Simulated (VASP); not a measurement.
Cu6Mo: single point with PBE

Cu6Mo:

```
Cu Mo
1.0
     5.48611    0.00000    0.00000
     0.00000    5.48611    0.00000
     0.00000    0.00000    5.48611
Cu Mo
6 1
Direct
  0.19831 0.50000 0.50000
  0.50000 0.19831 0.50000
  0.80169 0.50000 0.50000
  0.50000 0.80169 0.50000
  0.50000 0.50000 0.19831
  0.50000 0.50000 0.80169
  0.00000 0.00000 0.00000
```

The cell was generated, and may not be a known phase.

```
Program                : VASP 6.6.1
Task                   : single point
Functional             : PBE
Potentials or basis    : VASP PAW PBE potentials, release 64 (Cu, Mo_sv)
Cutoff                 : 520 eV
k mesh                 : 4 × 4 × 4
Occupations            : gaussian, width 0.1 eV
Spin                   : no spin polarisation
Dipole correction      : no
Further INCAR settings : ALGO = Normal; EDIFF = 1e-06; NBANDS = 49
```

| Property | Result |
| --- | --- |
| Pressure | -0.1 GPa |
| Largest force | 0.013 eV/Å |
| Band gap on the k mesh | zero (bands 40 and 41 overlap by 0.27 eV) |

Forces in eV/Å, atoms in the order of the input:
```
Cu  -0.013  0.000  0.000
Cu   0.000 -0.013  0.000
Cu   0.013  0.000  0.000
Cu   0.000  0.013  0.000
Cu   0.000  0.000 -0.013
Cu   0.000  0.000  0.013
Mo   0.000  0.000  0.000
```

Levels at points of the mesh, in eV from the Fermi level:
| k point | band 37 | band 38 | band 39 | band 40 | band 41 | band 42 | band 43 | band 44 |
| --- | --- | --- | --- | --- | --- | --- | --- | --- |
| (0.00, 0.00, 0.00) | -0.40 | -0.12 | 0.07 | 0.07 | 0.07 | 0.11 | 0.11 | 0.11 |
| (0.50, 0.00, 0.00) | -0.19 | -0.19 | -0.07 | 0.10 | 0.13 | 0.66 | 0.70 | 1.70 |
| (0.50, 0.50, 0.00) | -1.11 | -0.74 | -0.10 | -0.09 | -0.09 | 0.16 | 0.31 | 1.36 |
| (0.50, 0.50, 0.50) | -1.11 | -1.11 | 0.18 | 0.18 | 0.47 | 0.47 | 0.47 | 0.62 |

Wall time 43 s on 1 thread of Intel(R) Xeon(R) 6975P-C (Granite Rapids), on a shared host, peak memory 0.29 GiB.
